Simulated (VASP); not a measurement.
## TaN: single point with PBE

TaN:

```
Ta N
1.0
     3.19323    0.00000    0.00000
    -1.59662    2.76542    0.00000
     0.00000    0.00000    6.12640
Ta N
2 2
Cartesian
  0.0000 1.8436 0.1836
  1.5966 0.9218 3.2468
  0.0000 1.8436 2.1751
  1.5966 0.9218 5.2383
```

```json
{
 "Program": "VASP 6.6.1",
 "Task": "single point",
 "Functional": "PBE",
 "Potentials or basis": "VASP PAW PBE potentials, release 64 (Ta_sv_GW, N)",
 "Cutoff": "700 eV",
 "k mesh": "18 × 18 × 8",
 "Occupations": "gaussian, width 0.1 eV",
 "Spin": "no spin polarisation",
 "Dipole correction": "no",
 "Further INCAR settings": "ALGO = Normal; EDIFF = 1e-06; NBANDS = 26"
}
```

The pressure is -6.7 GPa and the largest force is 0.011 eV/Å. The band gap on the k mesh is zero (bands 18 and 19 overlap by 0.44 eV).

Forces in eV/Å, atoms in the order of the input:
```
Ta   0.000  0.000 -0.011
Ta   0.000  0.000 -0.011
N    0.000  0.000  0.011
N    0.000  0.000  0.011
```

Stress tensor (GPa, compression positive):
```
-6.81  0.00  0.00
 0.00 -6.81  0.00
 0.00  0.00 -6.62
```

Levels at points of the mesh, in eV from the Fermi level:
```csv
k point,band 14,band 15,band 16,band 17,band 18,band 19,band 20,band 21,band 22,band 23
"(0.00, 0.00, 0.00)",-5.25,-4.42,-4.42,-0.89,-0.65,0.12,0.12,2.07,2.07,2.69
"(0.50, 0.00, 0.00)",-5.45,-4.73,-3.64,-2.17,-0.52,1.13,2.05,2.52,3.15,3.67
"(0.00, 0.00, 0.50)",-4.88,-4.88,-4.88,0.20,0.20,0.92,0.92,0.92,0.92,4.46
"(0.50, 0.00, 0.50)",-5.32,-4.68,-4.68,-0.87,-0.87,1.42,1.42,3.07,3.07,4.30
```

Run time: 9.5 min on 1 thread of Intel(R) Xeon(R) 6975P-C (Granite Rapids), on a shared host, peak memory 0.47 GiB.

Caveat: the cell stands under tension; spin-orbit coupling is left out, which moves the levels of the heavy elements.
